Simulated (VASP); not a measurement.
Wanted: the native input for a VASP 6.6.1 run.

```yaml
Task: single point
Functional: PBEsol
Potentials_or_basis: VASP PAW PBE potentials, release 64 (Si, O)
Cutoff: 520 eV
k_mesh: 4 × 4 × 4
Occupations: gaussian, width 0.05 eV
Spin: no spin polarisation
Dipole_correction: no
Further_INCAR_settings: LREAL = Auto; ALGO = Normal; EDIFF = 1e-06; NBANDS = 63
```

The structure of SiO2 lies in POSCAR:

```
SiO2
1.0
    3.7653975475     -8.1284566593      0.0000000000
    3.7653975475      8.1284566593      0.0000000000
    0.0000000000      0.0000000000      5.2514179063
Si O
6 12
Direct
    0.0102808395      0.4026121463      0.2500000000
    0.4026121463      0.0102808395      0.7500000000
    0.5973878537      0.9897191605      0.2500000000
    0.9897191605      0.5973878537      0.7500000000
    0.4430221731      0.5569778269      0.2500000000
    0.5569778269      0.4430221731      0.7500000000
    0.0000000000      0.5000000000      0.5000000000
    0.5000000000      0.0000000000      0.5000000000
    0.5000000000      0.0000000000      0.0000000000
    0.0000000000      0.5000000000      0.0000000000
    0.2099831976      0.4362740928      0.2500000000
    0.4362740928      0.2099831976      0.7500000000
    0.5637259072      0.7900168024      0.2500000000
    0.7900168024      0.5637259072      0.7500000000
    0.8307346196      0.1692653804      0.2500000000
    0.1692653804      0.8307346196      0.7500000000
    0.5000000000      0.5000000000      0.0000000000
    0.5000000000      0.5000000000      0.5000000000
```

The input as run:

INCAR

```
PREC     = Accurate       # precision mode
ENCUT    = 520            # plane-wave cutoff, eV
EDIFF    = 1E-6           # SCF threshold, eV
ISMEAR   = 0              # smearing method
SIGMA    = 0.05           # smearing width, eV
LREAL    = Auto         
LASPH    = True           # aspherical terms in the spheres
NELM     = 100            # most SCF steps
ALGO     = Normal         # electronic algorithm
ISIF     = 2              # what is computed and relaxed
LWAVE    = False          # write WAVECAR
LCHARG   = True           # write CHGCAR
GGA      = PS             # functional
LELF     = True           # ELF
LVHAR    = True         
NBANDS   = 63             # bands
```

KPOINTS

```
Automatic mesh
0
Gamma
  4 4 4
```

Potentials or basis: VASP PAW PBE potentials, release 64 (Si, O).

Launch:

```bash
$ cat potpaw_PBE.64/Si/POTCAR potpaw_PBE.64/O/POTCAR > POTCAR
$ mpirun -np 1 vasp_std > vasp.out
```

It gave:

```
Pressure               : 0.4 GPa
Largest force          : 0.032 eV/Å
Band gap on the k mesh : 5.52 eV, direct
```

Caveat: the PAW data sets were made with another functional, which shifts forces and pressure a little.

Run time: 14 min on 1 thread of Intel(R) Xeon(R) Platinum 8259CL CPU @ 2.50GHz (Skylake/Cascade Lake), on a shared host, peak memory 0.58 GiB.
